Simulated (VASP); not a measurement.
# Ti5Re3 (Im-3m) in VASP: a series of runs

Ti5Re3 is run at these levels: PBE; tasks: single point, relaxation of cell and atoms.

All numbers are computed with VASP 6.6.1; they aren't measurements. Logs are shortened: lines on timing, memory, paths and dates and some standing lists are left out, and cuts for length are marked.

## (1) The cell of the first run

The structure is cubic, space group Im-3m (No. 229). The conventional cell has a = 6.281 Å, b = 6.281 Å, c = 6.281 Å, α = 90.00°, β = 90.00°, γ = 90.00°. Within 3.6 Å of Ti (site symmetry m-3m) lie 8 Ti at 2.72 Å and 6 Re at 3.14 Å. Ti (site symmetry -3m) has 8 Ti at 2.72 to 3.14 Å and 6 Re at 2.72 Å within 3.6 Å. Re (site symmetry 4/mmm) has 10 Ti at 2.72 to 3.14 Å and 4 Re at 3.14 Å within 3.6 Å.

## (2) Single point, PBE

Contents of INCAR:

```
SYSTEM = Ti5Re3
PREC     = Accurate       ! precision mode
ENCUT    = 520            ! plane-wave cutoff, eV
EDIFF    = 1E-7           ! SCF threshold, eV
ISMEAR   = 0              ! smearing method
SIGMA    = 0.1            ! smearing width, eV
LREAL    = .FALSE.        ! projectors in reciprocal space
LASPH    = .TRUE.         ! aspherical terms in the spheres
NELM     = 60             ! most SCF steps
ALGO     = Normal         ! electronic algorithm
ISIF     = 2              ! what is computed and relaxed
LWAVE    = .FALSE.        ! write WAVECAR
LCHARG   = .TRUE.         ! write CHGCAR
GGA      = PE             ! functional
LELF     = .TRUE.         ! ELF
LVHAR    = .TRUE.       
NBANDS   = 50             ! bands
```

Contents of KPOINTS:

```
regular mesh
0
G
  4 4 4
  0 0 0
```

Contents of POSCAR:

```
Ti5Re3
1.0
   -3.1405821325      3.1405821325      3.1405821325
    3.1405821325     -3.1405821325      3.1405821325
    3.1405821325      3.1405821325     -3.1405821325
Ti Re
5 3
Direct
    0.0000000000      0.0000000000      0.0000000000
    0.0000000000      0.0000000000      0.5000000000
    0.0000000000      0.5000000000      0.0000000000
    0.5000000000      0.0000000000      0.0000000000
    0.5000000000      0.5000000000      0.5000000000
    0.0000000000      0.5000000000      0.5000000000
    0.5000000000      0.5000000000      0.0000000000
    0.5000000000      0.0000000000      0.5000000000
```

Potentials or basis: VASP PAW PBE potentials, release 64 (Ti_sv, Re).

The run is started by

```sh
$ cat potpaw_PBE.64/Ti_sv/POTCAR potpaw_PBE.64/Re/POTCAR > POTCAR
$ mpirun -np 1 vasp_std > vasp.out
```

OUTCAR:

```text
SYSTEM = Ti5Re3
   PREC = Accurate
   ENCUT = 520
   EDIFF = 1E-7
   ISMEAR = 0
   LREAL = .FALSE.
   LASPH = .TRUE.
   NELM = 60
   ISIF = 2
   GGA = PE

 ion  position               nearest neighbor table
   1  0.000  0.000  0.000-   2 2.72   3 2.72   4 2.72   5 2.72   2 2.72   3 2.72   4 2.72   5 2.72
                             7 3.14   6 3.14   8 3.14   8 3.14   7 3.14   6 3.14
   2  0.000  0.000  0.500-   1 2.72   6 2.72   7 2.72   8 2.72   1 2.72   6 2.72   8 2.72   7 2.72

   3  0.000  0.500  0.000-   1 2.72   6 2.72   7 2.72   8 2.72   6 2.72   1 2.72   7 2.72   8 2.72

   4  0.500  0.000  0.000-   1 2.72   6 2.72   7 2.72   8 2.72   8 2.72   7 2.72   1 2.72   6 2.72

   5  0.500  0.500  0.500-   1 2.72   6 2.72   7 2.72   8 2.72   7 2.72   8 2.72   6 2.72   1 2.72

   6  0.000  0.500  0.500-   2 2.72   3 2.72   4 2.72   5 2.72   3 2.72   2 2.72   5 2.72   4 2.72
                             7 3.14   1 3.14   8 3.14   7 3.14   8 3.14   1 3.14
   7  0.500  0.500  0.000-   2 2.72   3 2.72   4 2.72   5 2.72   5 2.72   4 2.72   3 2.72   2 2.72
                             6 3.14   8 3.14   8 3.14   6 3.14   1 3.14   1 3.14
   8  0.500  0.000  0.500-   2 2.72   3 2.72   4 2.72   5 2.72   4 2.72   5 2.72   2 2.72   3 2.72
                             6 3.14   7 3.14   7 3.14   1 3.14   6 3.14   1 3.14

  LATTYP: Found a body centered cubic cell.
 ALAT       =     6.2811642650

  Lattice vectors:

 A1 = (  -3.1405821325,   3.1405821325,   3.1405821325)
 A2 = (   3.1405821325,  -3.1405821325,   3.1405821325)
 A3 = (   3.1405821325,   3.1405821325,  -3.1405821325)

Analysis of symmetry for initial positions (statically):
=====================================================================
 Subroutine PRICEL returns:
 Original cell was already a primitive cell.

 Routine SETGRP: Setting up the symmetry group for a
 body centered cubic supercell.

 Subroutine GETGRP returns: Found 48 space group operations
 (whereof 48 operations were pure point group operations)
 out of a pool of 48 trial point group operations.

The static configuration has the point symmetry O_h .

Analysis of symmetry for dynamics (positions and initial velocities):
=====================================================================
 Subroutine PRICEL returns:
 Original cell was already a primitive cell.

 Routine SETGRP: Setting up the symmetry group for a
 body centered cubic supercell.

 Subroutine GETGRP returns: Found 48 space group operations
 (whereof 48 operations were pure point group operations)
 out of a pool of 48 trial point group operations.

The dynamic configuration has the point symmetry O_h .

 Subroutine INISYM returns: Found 48 space group operations
 (whereof 48 operations are pure point group operations),
 and found     1 'primitive' translations

----------------------------------------------------------------------------------------

                                     Primitive cell

  volume of cell :     123.9055

  direct lattice vectors                    reciprocal lattice vectors
    -3.140582133  3.140582133  3.140582133     0.000000000  0.159206153  0.159206153
     3.140582133 -3.140582133  3.140582133     0.159206153  0.000000000  0.159206153
     3.140582133  3.140582133 -3.140582133     0.159206153  0.159206153  0.000000000

  length of vectors
     5.439647819  5.439647819  5.439647819     0.225151501  0.225151501  0.225151501

  position of ions in fractional coordinates (direct lattice)
     0.000000000  0.000000000  0.000000000
     0.000000000  0.000000000  0.500000000
     0.000000000  0.500000000  0.000000000
     0.500000000  0.000000000  0.000000000
     0.500000000  0.500000000  0.500000000
     0.000000000  0.500000000  0.500000000
     0.500000000  0.500000000  0.000000000
     0.500000000  0.000000000  0.500000000

  ion indices of the primitive-cell ions
   primitive index   ion index
                 1           1
                 2           2
                 3           3
                 4           4
                 5           5
                 6           6
                 7           7
                 8           8

----------------------------------------------------------------------------------------

 KPOINTS: regular mesh

Automatic generation of k-mesh.
 Grid dimensions read from file:
 generate k-points for:    4    4    4

 Generating k-lattice:

  Cartesian coordinates                     Fractional coordinates (reciprocal lattice)
     0.000000000  0.039801538  0.039801538     0.250000000  0.000000000  0.000000000
     0.039801538  0.000000000  0.039801538     0.000000000  0.250000000  0.000000000
     0.039801538  0.039801538  0.000000000     0.000000000  0.000000000  0.250000000

  Length of vectors
     0.056287875  0.056287875  0.056287875

  Shift w.r.t. Gamma in fractional coordinates (k-lattice)
     0.000000000  0.000000000  0.000000000

 Subroutine IBZKPT returns following result:
 ===========================================

 Found      8 irreducible k-points:

 Following reciprocal coordinates:
            Coordinates               Weight
  0.000000  0.000000  0.000000      1.000000
  0.250000  0.000000  0.000000     12.000000
  0.500000  0.000000  0.000000      6.000000
  0.250000  0.250000  0.000000     24.000000
  0.250000  0.250000  0.250000      2.000000
 -0.250000  0.250000  0.250000      6.000000
  0.500000  0.500000  0.250000     12.000000
  0.500000  0.500000  0.500000      1.000000
   k-points           NKPTS =      8   k-points in BZ     NKDIM =      8   number of bands    NBANDS=     50
   number of dos      NEDOS =    301   number of ions     NIONS =      8
   total plane-waves  NPLWV =  64000
   dimension x,y,z NGX =    40 NGY =   40 NGZ =   40
   dimension x,y,z NGXF=    80 NGYF=   80 NGZF=   80
   ions per type =               5   3
   NGX,Y,Z   is equivalent  to a cutoff of  12.22, 12.22, 12.22 a.u.
   NGXF,Y,Z  is equivalent  to a cutoff of  24.45, 24.45, 24.45 a.u.
 SYSTEM =  Ti5Re3
   PREC   = accura    normal or accurate (medium, high low for compatibility)
   ISTART =      0    job   : 0-new  1-cont  2-samecut
   ICHARG =      2    charge: 1-file 2-atom 10-const
   ISPIN  =      1    spin polarized calculation?
   LNONCOLLINEAR =      F non collinear calculations
   LSORBIT =      F    spin-orbit coupling
   LASPH  =      T    aspherical Exc in radial PAW
   ENCUT  =  520.0 eV  38.22 Ry    6.18 a.u.  10.11 10.11 10.11*2*pi/ulx,y,z
   NELM   =     60;   NELMIN=  2; NELMDL= -5     # of ELM steps
   EDIFF  = 0.1E-06   stopping-criterion for ELM
   LREAL  =      F    real-space projection
   EDIFFG = 0.1E-05   stopping-criterion for IOM
   NSW    =      0    number of steps for IOM
   IBRION =     -1    ionic relax: 0-MD 1-quasi-New 2-CG
   NFREE  =      0    steps in history (QN), initial steepest desc. (CG)
   ISIF   =      2    stress and relaxation
   ISYM   =      2    0-nonsym 1-usesym 2-fastsym
   POTIM  = 0.5000    time-step for ionic-motion
   TEBEG  =    0.0;   TEEND  =   0.0 temperature during run
   PSTRESS=    0.0 pullay stress
   NELECT =      81.0000    total number of electrons
   NUPDOWN=      -1.0000    fix difference up-down
   EMIN   =  10.00;   EMAX   =-10.00  energy-range for DOS
   EFERMI =   0.00;   METHOD = LEGACY
   ISMEAR =     0;   SIGMA  =   0.10  broadening in eV -4-tet -1-fermi 0-gaus
   EFERMI_NEDOS =   21; number of points for ismear=-14 and -15
   IALGO  =     38    algorithm
   IMIX   =      4    mixing-type and parameters
     AMIX     =   0.40;   BMIX     =  1.00
     AMIX_MAG =   1.60;   BMIX_MAG =  1.00
  volume/ion in A,a.u.               =      15.49       104.52
  Fermi-wavevector in a.u.,A,eV,Ry     =   1.420822  2.684964 27.466561  2.018735
  Thomas-Fermi vector in A             =   2.541697
   LORBIT       =      0    0 simple, 1 ext, 2 COOP (PROOUT), +10 PAW based schemes
   GGA     = PE    functional components
   LHFCALC =     F    Hartree Fock is set to
   AEXX    =    0.0000 exact exchange contribution
   IVDW    =     0    specifies the selected vdW correction
   LEPSILON=     F    determine dielectric tensor
   LRPA    =     F    only Hartree local field effects (RPA)
 non-spin polarized calculation
 Gauss-broadening in eV      SIGMA  =   0.10
  energy-cutoff  :      520.00
  volume of cell :      123.91
 maximum number of plane-waves:      3367
   NGX = 21   NGY = 21   NGZ = 21

 number of electron      80.9999967 magnetization

 Free energy of the ion-electron system (eV)
  ---------------------------------------------------
  ext. energy  EPLUGINS =         0.00000000
  ---------------------------------------------------
  free energy    TOTEN  =       -78.76765433 eV

  energy without entropy =      -78.70219068  energy(sigma->0) =      -78.73492251

 E-fermi :   8.3526     XC(G=0): -12.5874

 val. band max:        8.3503431985   @ k =   0.2500   0.0000   0.0000
 cond. band min:       8.3720019781   @ k =   0.2500   0.2500   0.0000
 fundamental gap:      0.0216587796
 Fermi energy:         8.3526343894

 k-point     1 :       0.0000    0.0000    0.0000
  band No.  band energies     occupation
      1     -48.1342      2.00000
      2     -47.8685      2.00000
      3     -47.8673      2.00000
      4     -47.8673      2.00000
      5     -47.8673      2.00000
      6     -24.6997      2.00000
[... 42 lines left out ...]
     49      11.1734      0.00000
     50      11.2624      0.00000

 k-point     2 :       0.2500    0.0000    0.0000
  band No.  band energies     occupation
      1     -48.1265      2.00000
      2     -47.8754      2.00000
      3     -47.8672      2.00000
      4     -47.8671      2.00000
      5     -47.8669      2.00000
      6     -24.6972      2.00000
[... 310 lines left out ...]
 k-point     8 :       0.5000    0.5000    0.5000
  band No.  band energies     occupation
      1     -48.1029      2.00000
      2     -47.8815      2.00000
      3     -47.8815      2.00000
      4     -47.8815      2.00000
      5     -47.8507      2.00000
      6     -24.3924      2.00000
[... 42 lines left out ...]
     49       9.7119      0.00000
     50       9.7161      0.00000

------------------------ aborting loop because EDIFF is reached ----------------------------------------

  FORCE on cell =-STRESS in cart. coord.  units (eV):
  Direction    XX          YY          ZZ          XY          YZ          ZX
  --------------------------------------------------------------------------------------
  -------------------------------------------------------------------------------------
  Total       -0.2447936     -0.2447936     -0.2447936     -0.0000000      0.0000000     -0.0000000
  in kB       -3.1653391     -3.1653391     -3.1653391     -0.0000000      0.0000000     -0.0000000
  external PRESSURE =      -3.1653391 kB  Pullay stress =       0.0000000 kB

 VOLUME and BASIS-vectors are now :
 -----------------------------------------------------------------------------
  energy-cutoff  :      520.00
  volume of cell :      123.91
      direct lattice vectors                 reciprocal lattice vectors
    -3.140582133  3.140582133  3.140582133     0.000000000  0.159206153  0.159206153
     3.140582133 -3.140582133  3.140582133     0.159206153  0.000000000  0.159206153
     3.140582133  3.140582133 -3.140582133     0.159206153  0.159206153  0.000000000

 POSITION                                       TOTAL-FORCE (eV/Angst)
 -----------------------------------------------------------------------------------
      0.00000      0.00000      0.00000        -0.000000     -0.000000      0.000000
      1.57029      1.57029     -1.57029        -0.000000      0.000000      0.000000
      1.57029     -1.57029      1.57029        -0.000000      0.000000     -0.000000
     -1.57029      1.57029      1.57029         0.000000     -0.000000      0.000000
      1.57029      1.57029      1.57029        -0.000000     -0.000000     -0.000000
      3.14058      0.00000      0.00000        -0.000000      0.000000      0.000000
      0.00000      0.00000      3.14058         0.000000      0.000000     -0.000000
      0.00000      3.14058      0.00000        -0.000000     -0.000000      0.000000
 -----------------------------------------------------------------------------------
    total drift:                                0.000000     -0.000000      0.000000

  FREE ENERGIE OF THE ION-ELECTRON SYSTEM (eV)
  ---------------------------------------------------
  free  energy   TOTEN  =       -78.7676543328 eV

  energy  without entropy=      -78.7021906823  energy(sigma->0) =      -78.73492251
```

It took 2.2 min on 1 thread of Oxide Virtual Turin-like, shared host; peak memory 0.22 GiB.

What came out:

- Free energy: -78.7677 eV
- Pressure: -0.3 GPa

Caveat: spin-orbit coupling is left out, which moves the levels of the heavy elements.

## (3) Relaxation of cell and atoms, PBE

This run uses another cell than the first one, of 14.74 Å³/atom, 0.952 times its volume.

Contents of INCAR:

```
SYSTEM = Ti5Re3
ALGO = Normal
EDIFF = 1E-7
EDIFFG = -0.04
ENCUT = 600
GGA = PE
IBRION = 2
ISIF = 3
ISMEAR = 0
LASPH = .True.
LCHARG = .False.
LREAL = .False.
LWAVE = .False.
NELM = 100
NSW = 90
PREC = Accurate
SIGMA = 0.1
```

Contents of KPOINTS:

```
k-points
0
Gamma
  4 4 4
  0 0 0
```

Edit POSCAR of step 2 so:

```diff
@@ -2,5 +2,5 @@
 1.0
-   -3.1405821325      3.1405821325      3.1405821325
-    3.1405821325     -3.1405821325      3.1405821325
-    3.1405821325      3.1405821325     -3.1405821325
+   -3.0892369500      3.0892369500      3.0892369500
+    3.0892369500     -3.0892369500      3.0892369500
+    3.0892369500      3.0892369500     -3.0892369500
 Ti Re
```

Potentials or basis: VASP PAW PBE potentials, release 64 (Ti_sv, Re).

The run is started by

```sh
$ cat potpaw_PBE.64/Ti_sv/POTCAR potpaw_PBE.64/Re/POTCAR > POTCAR
$ mpirun -np 1 vasp_std > vasp.out
```

Wall time 9.9 min (1 thread of Oxide Virtual Turin-like, shared host); peak memory 0.32 GiB.

Results (log left out):

```
Free energy                            : -78.7669 eV
Relaxed volume                         : 15.49 Å³/atom
Relaxed cell                           : a = 5.439 Å, b = 5.439 Å, c = 5.439 Å, α = 109.47°, β = 109.47°, γ = 109.47°
Space group after relaxing (to 0.05 Å) : Im-3m (No. 229)
Energy gained by relaxing              : 22.5 meV/atom
Ionic steps                            : 3
Pressure after relaxing                : -0.2 GPa
```

Step by step:
```csv
step,energy change (eV),largest force (eV/Å),pressure (GPa),volume (Å³)
1,0.0000,0.0000,10.37,117.93
2,0.3570,0.0000,-14.20,134.97
3,-0.1801,0.0000,-0.24,123.88
```

Final structure:
```
Ti Re
1.0
    -3.14041    3.14041    3.14041
     3.14041   -3.14041    3.14041
     3.14041    3.14041   -3.14041
Ti Re
5 3
Direct
  0.00000 0.00000 0.00000
  0.00000 0.00000 0.50000
  0.00000 0.50000 0.00000
  0.50000 0.00000 0.00000
  0.50000 0.50000 0.50000
  0.00000 0.50000 0.50000
  0.50000 0.50000 0.00000
  0.50000 0.00000 0.50000
```

Levels at points of the mesh, in eV from the Fermi level:
```
           k point  band 37  band 38  band 39  band 40  band 41  band 42  band 43  band 44
(0.00, 0.00, 0.00)     0.32     0.32     1.44     1.44     1.44     1.47     1.47     1.47
(0.50, 0.00, 0.00)    -0.99    -0.89    -0.50    -0.30    -0.07     0.13     0.15     0.83
(0.50, 0.50, 0.50)    -0.31    -0.31    -0.12    -0.12    -0.12     0.36     0.36     0.36
```

Caveat: spin-orbit coupling is left out, which moves the levels of the heavy elements.

## (4) Single point, PBE, collinear spin, ferromagnetic start

Contents of INCAR:

```
PREC = Accurate
ENCUT = 520
EDIFF = 1E-6
ISMEAR = 0
SIGMA = 0.1
LREAL = F
LASPH = T
NELM = 150
ALGO = Normal
ISIF = 2
LWAVE = F
LCHARG = T
ISPIN = 2
MAGMOM = 1 1 1 1 1 1 1 1
LORBIT = 11
LMAXMIX = 4
GGA = PE
LELF = T
LVHAR = T
NBANDS = 54
```

Contents of KPOINTS:

```
Automatic mesh
0
Gamma
  4 4 4
```

Edit POSCAR of step 3 so:

```diff
@@ -2,5 +2,5 @@
 1.0
-   -3.0892369500      3.0892369500      3.0892369500
-    3.0892369500     -3.0892369500      3.0892369500
-    3.0892369500      3.0892369500     -3.0892369500
+   -3.1405821325      3.1405821325      3.1405821325
+    3.1405821325     -3.1405821325      3.1405821325
+    3.1405821325      3.1405821325     -3.1405821325
 Ti Re
```

The run is started by

```sh
$ cat potpaw_PBE.64/Ti_sv/POTCAR potpaw_PBE.64/Re/POTCAR > POTCAR
$ mpirun -np 1 vasp_std > vasp.out
```

Run time: 5.6 min. Hardware: 1 thread of Oxide Virtual Turin-like, shared host; peak memory 0.29 GiB.

The run converged. Its results:

| Item | Value |
| --- | --- |
| Free energy | -78.7677 eV |
| Pressure | -0.3 GPa |
| Net moment | 0.00 μB per cell |
| Valence electrons inside the program's atomic spheres | Ti 10.35, 10.38; Re 5.96 |

Levels at points of the mesh, in eV from the Fermi level:
Spin up:
| k point | band 36 | band 37 | band 38 | band 39 | band 40 | band 41 | band 42 | band 43 | band 44 | band 45 |
| --- | --- | --- | --- | --- | --- | --- | --- | --- | --- | --- |
| (0.00, 0.00, 0.00) | 0.32 | 0.32 | 0.32 | 1.44 | 1.44 | 1.44 | 1.47 | 1.47 | 1.47 | 2.43 |
| (0.50, 0.00, 0.00) | -1.12 | -0.99 | -0.89 | -0.50 | -0.30 | -0.07 | 0.13 | 0.15 | 0.83 | 1.58 |
| (0.50, 0.50, 0.50) | -0.31 | -0.31 | -0.31 | -0.12 | -0.12 | -0.12 | 0.36 | 0.36 | 0.36 | 1.34 |
Spin down:
| k point | band 37 | band 38 | band 39 | band 40 | band 41 | band 42 | band 43 | band 44 |
| --- | --- | --- | --- | --- | --- | --- | --- | --- |
| (0.00, 0.00, 0.00) | 0.32 | 0.32 | 1.44 | 1.44 | 1.44 | 1.47 | 1.47 | 1.47 |
| (0.50, 0.00, 0.00) | -0.99 | -0.89 | -0.50 | -0.30 | -0.07 | 0.13 | 0.15 | 0.83 |
| (0.50, 0.50, 0.50) | -0.31 | -0.31 | -0.12 | -0.12 | -0.12 | 0.36 | 0.36 | 0.36 |

Caveat: spin-orbit coupling is left out, which moves the levels of the heavy elements.

## (5) Summary

| task | spin | cell | cutoff (eV) | gap on the mesh (eV) | pressure (GPa) |
| --- | --- | --- | --- | --- | --- |
| single point | off | a = 5.440 Å, angles 109.5°, 8 atoms | 520 | none | -0.3 |
| relaxation of cell and atoms | off | relaxed from a = 5.351 Å, angles 109.5°, 8 atoms | 600 | none | -0.2 |
| single point | collinear, ferromagnetic start | a = 5.440 Å, angles 109.5°, 8 atoms | 520 | none | -0.3 |

Alike in all rows: level PBE; potentials or basis VASP PAW PBE potentials, release 64 (Ti_sv, Re); k mesh 4 × 4 × 4; smearing gaussian 0.1 eV.

Caveats: spin-orbit coupling is left out, which moves the levels of the heavy elements.

Absolute energies hang on the potentials; compare differences alone.
